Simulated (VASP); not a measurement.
# LiCl (P-1) in VASP: notebook

LiCl is run at these levels: PBE, PBEsol; tasks: single point.

Everything below comes from runs of VASP 6.6.1. Logs are shortened: lines on timing, memory, paths and dates and some standing lists are left out, and cuts for length are marked.

## (1) The cell of the first run

The typed cell holds 8 atoms: a = 4.186 Å, b = 4.188 Å, c = 10.584 Å, α = 90.00°, β = 90.00°, γ = 60.01°.

## (2) Single point, PBE

The input, POSCAR:

```
LiCl
1.0
    4.1836455942      0.0008463633     -0.1279871282
    2.0916718885      3.6271224072     -0.0643039900
    0.3235852211      0.0008811281     10.5787278738
Li Cl
4 4
Direct
    1.1667465145      0.1666191914      0.8746317951
    0.1665194862      0.1667445817      0.3743105720
   -0.1667465145      0.8333808086      0.1253682049
    0.8334805138      0.8332554183      0.6256894280
    0.1664801618      0.1668467161      0.1249804048
    0.1666752696      0.1667374258      0.6251086657
    0.8335198382      0.8331532839      0.8750195952
    0.8333247304      0.8332625742      0.3748913343
```

The input, INCAR.step1:

```
PREC     = Accurate       # precision mode
ENCUT    = 520            # plane-wave cutoff, eV
EDIFF    = 1E-6           # SCF threshold, eV
ISMEAR   = 0              # smearing method
SIGMA    = 0.02           # smearing width, eV
LREAL    = F              # projectors in reciprocal space
LASPH    = T              # aspherical terms in the spheres
NELM     = 100            # most SCF steps
ALGO     = Normal         # electronic algorithm
ISIF     = 2              # what is computed and relaxed
LWAVE    = F              # write WAVECAR
LCHARG   = T              # write CHGCAR
GGA      = PE             # functional
NBANDS   = 30             # bands
```

The input, KPOINTS.step1:

```
Automatic mesh
0
Gamma
  6 6 2
```

The input, INCAR.step2:

```
PREC     = Accurate       # precision mode
ENCUT    = 520            # plane-wave cutoff, eV
EDIFF    = 1E-6           # SCF threshold, eV
ISMEAR   = -5             # smearing method
SIGMA    = 0.02           # smearing width, eV
LREAL    = F              # projectors in reciprocal space
LASPH    = T              # aspherical terms in the spheres
NELM     = 100            # most SCF steps
ALGO     = Normal         # electronic algorithm
ISIF     = 2              # what is computed and relaxed
LWAVE    = F              # write WAVECAR
LCHARG   = F              # write CHGCAR
GGA      = PE             # functional
LORBIT   = 10             # projections on sites
NEDOS    = 1001           # points of the DOS
ICHARG   = 11             # starting density
```

The input, KPOINTS.step2:

```
Automatic mesh
0
Gamma
  9 9 3
```

Potentials or basis: VASP PAW PBE potentials, release 64 (Li_sv, Cl).

Launch:

```
$ cat potpaw_PBE.64/Li_sv/POTCAR potpaw_PBE.64/Cl/POTCAR > POTCAR
$ cp INCAR.step1 INCAR
$ cp KPOINTS.step1 KPOINTS
$ mpirun -np 1 vasp_std > vasp.out
$ cp INCAR.step2 INCAR
$ cp KPOINTS.step2 KPOINTS
$ mpirun -np 1 vasp_std > vasp.out
```

OUTCAR:

```text
PREC = Accurate
   ENCUT = 520
   EDIFF = 1E-6
   ISMEAR = -5
   LREAL = F
   LASPH = T
   NELM = 100
   ISIF = 2
   GGA = PE
   LORBIT = 10
   ICHARG = 11

 ion  position               nearest neighbor table
   1  0.167  0.167  0.875-   7 2.42   7 2.42   7 2.42
   2  0.167  0.167  0.374-   8 2.42   8 2.42   8 2.42
   3  0.833  0.833  0.125-   5 2.42   5 2.42   5 2.42
   4  0.833  0.833  0.626-   6 2.42   6 2.42   6 2.42
   5  0.166  0.167  0.125-   3 2.42   3 2.42   3 2.42
   6  0.167  0.167  0.625-   4 2.42   4 2.42   4 2.42
   7  0.834  0.833  0.875-   1 2.42   1 2.42   1 2.42
   8  0.833  0.833  0.375-   2 2.42   2 2.42   2 2.42

  LATTYP: Found a simple monoclinic cell.
 ALAT       =     4.1856029290
 B/A-ratio  =     2.5285904785
 C/A-ratio  =     1.0003143357
 COS(beta)  =    -0.4997014882

  Lattice vectors:

 A1 = (   4.1836455942,   0.0008463633,  -0.1279871282)
 A2 = (  -0.3235852211,  -0.0008811281, -10.5787278738)
 A3 = (  -2.0919737057,   3.6262760439,   0.0636831382)

Analysis of symmetry for initial positions (statically):
=====================================================================
 Subroutine PRICEL returns:
 Original cell was already a primitive cell.

 Routine SETGRP: Setting up the symmetry group for a
 simple monoclinic supercell.

 Subroutine GETGRP returns: Found  2 space group operations
 (whereof  2 operations were pure point group operations)
 out of a pool of  4 trial point group operations.

The static configuration has the point symmetry S_2 .

Analysis of symmetry for dynamics (positions and initial velocities):
=====================================================================
 Subroutine PRICEL returns:
 Original cell was already a primitive cell.

 Routine SETGRP: Setting up the symmetry group for a
 simple monoclinic supercell.

 Subroutine GETGRP returns: Found  2 space group operations
 (whereof  2 operations were pure point group operations)
 out of a pool of  4 trial point group operations.

The dynamic configuration has the point symmetry S_2 .

 Subroutine INISYM returns: Found  2 space group operations
 (whereof  2 operations are pure point group operations),
 and found     1 'primitive' translations

----------------------------------------------------------------------------------------

                                     Primitive cell

  volume of cell :     160.6594

  direct lattice vectors                    reciprocal lattice vectors
     4.183645594  0.000846363 -0.127987128     0.238830734 -0.137857096 -0.007293942
     2.091671889  3.627122407 -0.064303990    -0.000056431  0.275732815 -0.000021240
     0.323585221  0.000881128 10.578727874     0.002889159  0.000008204  0.094440949

  length of vectors
     4.185602929  4.187510388 10.583675713     0.275858478  0.275732821  0.094485132

  position of ions in fractional coordinates (direct lattice)
     0.166746514  0.166619191  0.874631795
     0.166519486  0.166744582  0.374310572
     0.833253486  0.833380809  0.125368205
     0.833480514  0.833255418  0.625689428
     0.166480162  0.166846716  0.124980405
     0.166675270  0.166737426  0.625108666
     0.833519838  0.833153284  0.875019595
     0.833324730  0.833262574  0.374891334

  ion indices of the primitive-cell ions
   primitive index   ion index
                 1           1
                 2           2
                 3           3
                 4           4
                 5           5
                 6           6
                 7           7
                 8           8

----------------------------------------------------------------------------------------

 KPOINTS: Automatic mesh

Automatic generation of k-mesh.
 Grid dimensions read from file:
 generate k-points for:    9    9    3

 Generating k-lattice:

  Cartesian coordinates                     Fractional coordinates (reciprocal lattice)
     0.026536748 -0.015317455 -0.000810438     0.111111111 -0.000000000  0.000000000
    -0.000006270  0.030636979 -0.000002360     0.000000000  0.111111111  0.000000000
     0.000963053  0.000002735  0.031480316     0.000000000  0.000000000  0.333333333

  Length of vectors
     0.030650942  0.030636980  0.031495044

  Shift w.r.t. Gamma in fractional coordinates (k-lattice)
     0.000000000  0.000000000  0.000000000

 TETIRR: Found    726 inequivalent tetrahedra from     1458

 Subroutine IBZKPT returns following result:
 ===========================================

 Found    122 irreducible k-points:

 Following reciprocal coordinates:
            Coordinates               Weight
  0.000000  0.000000  0.000000      1.000000
  0.111111  0.000000 -0.000000      2.000000
  0.222222 -0.000000 -0.000000      2.000000
  0.333333 -0.000000 -0.000000      2.000000
  0.444444 -0.000000 -0.000000      2.000000
 -0.000000  0.111111 -0.000000      2.000000
[... 16 lines left out ...]
 -0.111111  0.222222  0.000000      2.000000
  0.000000  0.333333  0.000000      2.000000
 [... further k-points ...]
   k-points           NKPTS =    122   k-points in BZ     NKDIM =    122   number of bands    NBANDS=     25
   number of dos      NEDOS =   1001   number of ions     NIONS =      8
   total plane-waves  NPLWV =  81920
   dimension x,y,z NGX =    32 NGY =   32 NGZ =   80
   dimension x,y,z NGXF=    64 NGYF=   64 NGZF=  160
   ions per type =               4   4
   NGX,Y,Z   is equivalent  to a cutoff of  12.71, 12.70, 12.57 a.u.
   NGXF,Y,Z  is equivalent  to a cutoff of  25.42, 25.41, 25.13 a.u.
 SYSTEM =  unknown system
   PREC   = accura    normal or accurate (medium, high low for compatibility)
   ISTART =      0    job   : 0-new  1-cont  2-samecut
   ICHARG =     11    charge: 1-file 2-atom 10-const
   ISPIN  =      1    spin polarized calculation?
   LNONCOLLINEAR =      F non collinear calculations
   LSORBIT =      F    spin-orbit coupling
   LASPH  =      T    aspherical Exc in radial PAW
   ENCUT  =  520.0 eV  38.22 Ry    6.18 a.u.   7.78  7.79 19.68*2*pi/ulx,y,z
   NELM   =    100;   NELMIN=  2; NELMDL=  0     # of ELM steps
   EDIFF  = 0.1E-05   stopping-criterion for ELM
   LREAL  =      F    real-space projection
   EDIFFG = 0.1E-04   stopping-criterion for IOM
   NSW    =      0    number of steps for IOM
   IBRION =     -1    ionic relax: 0-MD 1-quasi-New 2-CG
   NFREE  =      0    steps in history (QN), initial steepest desc. (CG)
   ISIF   =      2    stress and relaxation
   ISYM   =      2    0-nonsym 1-usesym 2-fastsym
   POTIM  = 0.5000    time-step for ionic-motion
   TEBEG  =    0.0;   TEEND  =   0.0 temperature during run
   PSTRESS=    0.0 pullay stress
   NELECT =      40.0000    total number of electrons
   NUPDOWN=      -1.0000    fix difference up-down
   EMIN   =  10.00;   EMAX   =-10.00  energy-range for DOS
   EFERMI =   0.00;   METHOD = LEGACY
   ISMEAR =    -5;   SIGMA  =   0.02  broadening in eV -4-tet -1-fermi 0-gaus
   EFERMI_NEDOS =   21; number of points for ismear=-14 and -15
   IALGO  =     38    algorithm
   IMIX   =      4    mixing-type and parameters
     AMIX     =   0.40;   BMIX     =  1.00
     AMIX_MAG =   1.60;   BMIX_MAG =  1.00
  volume/ion in A,a.u.               =      20.08       135.52
  Fermi-wavevector in a.u.,A,eV,Ry     =   1.029895  1.946219 14.431468  1.060683
  Thomas-Fermi vector in A             =   2.163965
   LORBIT       =     10    0 simple, 1 ext, 2 COOP (PROOUT), +10 PAW based schemes
   GGA     = PE    functional components
   LHFCALC =     F    Hartree Fock is set to
   AEXX    =    0.0000 exact exchange contribution
   IVDW    =     0    specifies the selected vdW correction
   LEPSILON=     F    determine dielectric tensor
   LRPA    =     F    only Hartree local field effects (RPA)
 non-spin polarized calculation
 Fermi weights with tetrahedron method with Bloechl corrections
  energy-cutoff  :      520.00
  volume of cell :      160.66
 maximum number of plane-waves:      4365

 number of electron      39.9999971 magnetization

 Free energy of the ion-electron system (eV)
  ---------------------------------------------------
  ext. energy  EPLUGINS =         0.00000000
  ---------------------------------------------------
  free energy    TOTEN  =       -29.57742465 eV

  energy without entropy =      -29.57742465  energy(sigma->0) =      -29.57742465

 E-fermi :  -0.4734     XC(G=0):  -7.8082

 val. band max:       -0.4926249333   @ k =   0.0000   0.0000   0.0000
 cond. band min:       5.0887782506   @ k =   0.0000   0.0000   0.0000
 fundamental gap:      5.5814031839
 Fermi energy:        -0.4733779692

 k-point     1 :       0.0000    0.0000    0.0000
  band No.  band energies     occupation
      1     -44.0574      2.00000
      2     -44.0559      2.00000
      3     -44.0542      2.00000
      4     -44.0527      2.00000
      5     -13.7770      2.00000
      6     -13.4640      2.00000
[... 17 lines left out ...]
     24       7.4782      0.00000
     25       8.3177      0.00000

 k-point     2 :       0.1111    0.0000   -0.0000
  band No.  band energies     occupation
      1     -44.0573      2.00000
      2     -44.0558      2.00000
      3     -44.0541      2.00000
      4     -44.0526      2.00000
      5     -13.7519      2.00000
      6     -13.4542      2.00000
[... 17 lines left out ...]
     24       7.6368      0.00000
     25       8.2990      0.00000
[... 586 lines left out ...]
     24       7.9832      0.00000
     25       8.9637      0.00000

 k-point    24 :       0.0000    0.3333    0.0000
  band No.  band energies     occupation
      1     -44.0567      2.00000
      2     -44.0557      2.00000
      3     -44.0537      2.00000
      4     -44.0528      2.00000
      5     -13.5856      2.00000
      6     -13.4001      2.00000
[... 17 lines left out ...]
     24       7.7489      0.00000
     25       8.8349      0.00000

 [... further k-points ...]
[... 5 lines left out ...]
  --------------------------------------------------------------------------------------
  -------------------------------------------------------------------------------------
  Total       -0.0835001     -0.0879858     -0.1115525     -0.0005542      0.0000882     -0.0007816
  in kB       -0.8327053     -0.8774393     -1.1124581     -0.0055269      0.0008795     -0.0077946
  external PRESSURE =      -0.9408676 kB  Pullay stress =       0.0000000 kB

 VOLUME and BASIS-vectors are now :
 -----------------------------------------------------------------------------
  energy-cutoff  :      520.00
  volume of cell :      160.66
      direct lattice vectors                 reciprocal lattice vectors
     4.183645594  0.000846363 -0.127987128     0.238830734 -0.137857096 -0.007293942
     2.091671889  3.627122407 -0.064303990    -0.000056431  0.275732815 -0.000021240
     0.323585221  0.000881128 10.578727874     0.002889159  0.000008204  0.094440949

 POSITION                                       TOTAL-FORCE (eV/Angst)
 -----------------------------------------------------------------------------------
      1.32914      0.60526      9.22044        -0.000088      0.000207      0.000737
      1.16655      0.60527      3.92769         0.000445     -0.000118      0.003919
      5.26976      3.02359      1.16600         0.000088     -0.000207     -0.000737
      5.43235      3.02358      6.45874        -0.000445      0.000118     -0.003919
      1.08592      0.60542      1.29010         0.000217     -0.000211     -0.000688
      1.24835      0.60547      6.58080        -0.000152      0.000026     -0.000649
      5.51298      3.02343      9.09634        -0.000217      0.000211      0.000688
      5.35056      3.02338      3.80564         0.000152     -0.000026      0.000649
 -----------------------------------------------------------------------------------
    total drift:                                0.000000      0.000000      0.000000

  FREE ENERGIE OF THE ION-ELECTRON SYSTEM (eV)
  ---------------------------------------------------
  free  energy   TOTEN  =       -29.5774246508 eV

  energy  without entropy=      -29.5774246508  energy(sigma->0) =      -29.57742465

 total charge

# of ion       s       p       d       tot
------------------------------------------
    1        2.009   0.037   0.000   2.047
    2        2.009   0.037   0.000   2.047
    3        2.009   0.037   0.000   2.047
    4        2.009   0.037   0.000   2.047
    5        1.588   3.595   0.000   5.183
    6        1.588   3.595   0.000   5.183
    7        1.588   3.595   0.000   5.183
    8        1.588   3.595   0.000   5.183
--------------------------------------------------
tot         14.389  14.531   0.000  28.920
```

It took 3.9 min on 1 thread of Intel Xeon Platinum 8559C (Emerald Rapids), shared host; peak memory 0.49 GiB.

Results:

| Property | Result |
| --- | --- |
| Valence electrons inside the program's atomic spheres | Li 2.05; Cl 5.18 |

Caveat: the cutoff is under 1.25 times the usual one of these potentials, so pressure, stress and relaxed cells hold a basis-set (Pulay) error.

[end of part 1 of 2]
